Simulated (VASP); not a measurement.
# PtS2 (P-3m1) in VASP: settings compared, part 2 of 2

VASP 6.6.1.

### Step 4. Relaxation of cell and atoms, PBEsol

INCAR reads:

```
SYSTEM = PtS2
PREC = Accurate
ENCUT = 570
EDIFF = 1E-7
ISMEAR = -1
SIGMA = 0.05
LREAL = .FALSE.
LASPH = .TRUE.
NELM = 120
ALGO = Normal
ISIF = 3
LWAVE = .FALSE.
LCHARG = .FALSE.
GGA = PS
IBRION = 2
NSW = 60
EDIFFG = -0.01
GGA_COMPAT = .FALSE.
NELMIN = 4
```

KPOINTS reads:

```
Automatic mesh
0
G
  9 9 5
  0 0 0
```

POSCAR reads:

```
PtS2
1.0
    3.5432000000      0.0000000000      0.0000000000
   -1.7716000000      3.0685012107      0.0000000000
    0.0000000000      0.0000000000      5.0388000000
Pt S
1 2
Direct
    0.0000000000      0.0000000000      0.0000000000
    0.6666666667      0.3333333333      0.7730000000
    0.3333333333      0.6666666667      0.2270000000
```

Potentials or basis: VASP PAW PBE potentials, release 64 (Pt_sv_GW, S).

Command:

```
cat potpaw_PBE.64/Pt_sv_GW/POTCAR potpaw_PBE.64/S/POTCAR > POTCAR
mpirun -np 1 vasp_std > vasp.out
```

Run time: 7.9 min. Hardware: 1 thread of Intel Xeon Platinum 8488C (Sapphire Rapids), shared host; peak memory 0.23 GiB.

The run converged. Its results:

```
Free energy                           : -16.9869 eV
Relaxed volume                        : 17.41 Å³/atom
Relaxed cell                          : a = 3.567 Å, b = 3.567 Å, c = 4.741 Å, α = 90.00°, β = 90.00°, γ = 120.00°
Space group after relaxing (to 0.1 Å) : P-3m1 (No. 164)
Energy gained by relaxing             : 24.4 meV/atom
Ionic steps                           : 17
Pressure after relaxing               : 0.0 GPa
Largest force after relaxing          : 0.006 eV/Å
Band gap on the k mesh                : 0.26 eV (least direct gap 0.89 eV)
```

Forces in eV/Å, atoms in the order of the input:
```
Pt   0.000  0.000  0.000
S    0.000  0.000 -0.006
S    0.000  0.000  0.006
```

Step by step:
```
step  energy change (eV)  largest force (eV/Å)  pressure (GPa)  volume (Å³)
   1              0.0000                0.9370            5.74        54.78
   2              0.0977                0.7998           -9.93        60.14
   3             -0.0462                0.2369           -0.83        56.62
   4             -0.0462                0.2543           -0.68        56.57
   5             -0.0546                0.1602           -0.41        56.24
   6             -0.0582                0.0439           -0.14        55.83
   7             -0.0594                0.0470           -0.14        55.64
   8             -0.0628                0.0585            0.02        55.09
   9             -0.0683                0.0856            0.37        53.96
  10             -0.0706                0.1546            1.44        51.70
  11             -0.0713                0.1400            1.13        52.32
  12             -0.0719                0.1161            0.89        52.30
  13             -0.0729                0.0455            0.19        52.23
  14             -0.0729                0.0267            0.01        52.21
  15             -0.0729                0.0247            0.01        52.21
  16             -0.0730                0.0185            0.01        52.22
  17             -0.0731                0.0059            0.00        52.23
```

Final structure:
```cif
data_structure
_symmetry_space_group_name_H-M 'P 1'
_symmetry_Int_Tables_number 1
_cell_length_a 3.5667
_cell_length_b 3.5667
_cell_length_c 4.7411
_cell_angle_alpha 90.000
_cell_angle_beta 90.000
_cell_angle_gamma 120.000
_cell_volume 52.23
loop_
_atom_site_label
_atom_site_type_symbol
_atom_site_fract_x
_atom_site_fract_y
_atom_site_fract_z
_atom_site_occupancy
Pt1 Pt 0.00000 0.00000 0.00000 1
S1 S 0.66667 0.33333 0.74748 1
S2 S 0.33333 0.66667 0.25252 1
```

Levels at points of the mesh, in eV from the valence-band top:
```csv
k point,band 11,band 12,band 13,band 14,band 15,band 16,band 17,band 18,band 19
"(0.00, 0.00, 0.00)",-4.26,-2.42,-1.52,-1.52,0.00,1.41,1.41,3.69,5.03
```

Caveat: the PAW data sets were made with another functional, which shifts forces and pressure a little; spin-orbit coupling is left out, which moves the levels of the heavy elements. A k mesh can miss the band edges.

### Step 5. Single point, PBEsol+U

INCAR reads:

```
SYSTEM = PtS2
PREC = Accurate
ENCUT = 570
EDIFF = 1E-6
ISMEAR = -1
SIGMA = 0.05
LREAL = .FALSE.
LASPH = .TRUE.
NELM = 200
ALGO = Normal
ISIF = 2
LWAVE = .FALSE.
LCHARG = .FALSE.
LMAXMIX = 4
LDAU = .TRUE.
LDAUTYPE = 2
LDAUL = 2 -1
LDAUU = 5 0
LDAUJ = 0 0
LDAUPRINT = 1
GGA = PS
NBANDS = 22
GGA_COMPAT = .FALSE.
```

KPOINTS is that of step 4.

POSCAR is that of step 4.

Command:

```
cat potpaw_PBE.64/Pt_sv_GW/POTCAR potpaw_PBE.64/S/POTCAR > POTCAR
mpirun -np 1 vasp_std > vasp.out
```

Run time: 45 s. Hardware: 1 thread of Intel Xeon Platinum 8488C (Sapphire Rapids), shared host; peak memory 0.22 GiB.

It converged, with:

```yaml
Free_energy: -12.8293 eV
Pressure: 4.9 GPa
Largest_force: 0.970 eV/Å
Band_gap_on_the_k_mesh: 0.99 eV (least direct gap 1.11 eV)
```

Forces on the atoms (eV/Å):
```
Pt   0.000  0.000  0.000
S    0.000  0.000 -0.970
S    0.000  0.000  0.970
```

Stress tensor (GPa, compression positive):
```
4.48 0.00 0.00
0.00 4.48 0.00
0.00 0.00 5.85
```

Levels at points of the mesh, in eV from the valence-band top:
```tsv
k point	band 12	band 13	band 14	band 15	band 16	band 17	band 18	band 19
(0.00, 0.00, 0.00)	-2.50	-1.07	-1.07	-0.08	2.44	2.44	4.75	5.67
```

Eigenvalues of the final occupation matrices:
| site | spin | trace | eigenvalues |
| --- | --- | --- | --- |
| site 1 d | 1 | 3.93 | 0.61 0.61 0.91 0.91 0.91 |
| site 1 d | 2 | 3.93 | 0.61 0.61 0.91 0.91 0.91 |

Caveat: the cell stands under pressure; the PAW data sets were made with another functional, which shifts forces and pressure a little; spin-orbit coupling is left out, which moves the levels of the heavy elements.

### Step 6. The runs side by side

```tsv
task	level	potentials or basis	U	cell	k mesh	cutoff (eV)	smearing	grid for exact exchange (PRECFOCK)	share of exact exchange	screening parameter	gap on the mesh (eV)	pressure (GPa)	largest force (eV/Å)
single point	r2SCAN	VASP PAW PBE potentials, release 64 (Pt_sv_GW, S)	-	as given	7 × 7 × 5	630	fermi-dirac 0.1 eV	-	-	-	1.07	8.7	1.18
single point	HSE06	VASP PAW PBE potentials, release 64 (Pt, S)	-	as given	5 × 5 × 3	520	fermi-dirac 0.05 eV	Normal	0.25	0.2079 1/Å	1.90	6.5	0.86
relaxation of cell and atoms	PBEsol	VASP PAW PBE potentials, release 64 (Pt_sv_GW, S)	-	relaxed	9 × 9 × 5	570	fermi-dirac 0.05 eV	-	-	-	0.26	0.0	0.01
single point	PBEsol+U	VASP PAW PBE potentials, release 64 (Pt_sv_GW, S)	Pt d U = 5.0 eV	as given	9 × 9 × 5	570	fermi-dirac 0.05 eV	-	-	-	0.99	4.9	0.97
```

Alike in all rows: no spin polarisation.

Caveats: the PAW data sets were made with another functional, which shifts forces and pressure a little; spin-orbit coupling is left out, which moves the levels of the heavy elements; the cell stands under pressure (at least some runs).

Total energies depend on the potentials used, so only differences within one code and one set of settings carry meaning.
